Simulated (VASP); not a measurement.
A run of VASP 6.6.1 is set up as follows.

The input INCAR:

```
  PREC = Accurate
  ENCUT = 520
  EDIFF = 1E-6
  ISMEAR = 0
  SIGMA = 0.1
  LREAL = False
  LASPH = True
  NELM = 100
  ALGO = Normal
  ISIF = 2
  LWAVE = False
  LCHARG = False
  GGA = PS
  NBANDS = 14
```

KPOINTS

```
regular mesh
0
Gamma
  14 14 14
```

Contents of POSCAR:

```
ZrB
1.0
    0.0000000000      2.4311025527      2.4311025527
    2.4311025527      0.0000000000      2.4311025527
    2.4311025527      2.4311025527      0.0000000000
Zr B
1 1
Direct
    0.0000000000      0.0000000000      0.0000000000
    0.5000000000      0.5000000000      0.5000000000
```

Potentials or basis: VASP PAW PBE potentials, release 64 (Zr_sv, B).

The run is started by

```bash
$ cat potpaw_PBE.64/Zr_sv/POTCAR potpaw_PBE.64/B/POTCAR > POTCAR
$ mpirun -np 1 vasp_std > vasp.out
```

Problem. Estimate the pressure.

Solution. 0.2 GPa.

Caveat: the PAW data sets were made with another functional, which shifts forces and pressure a little.
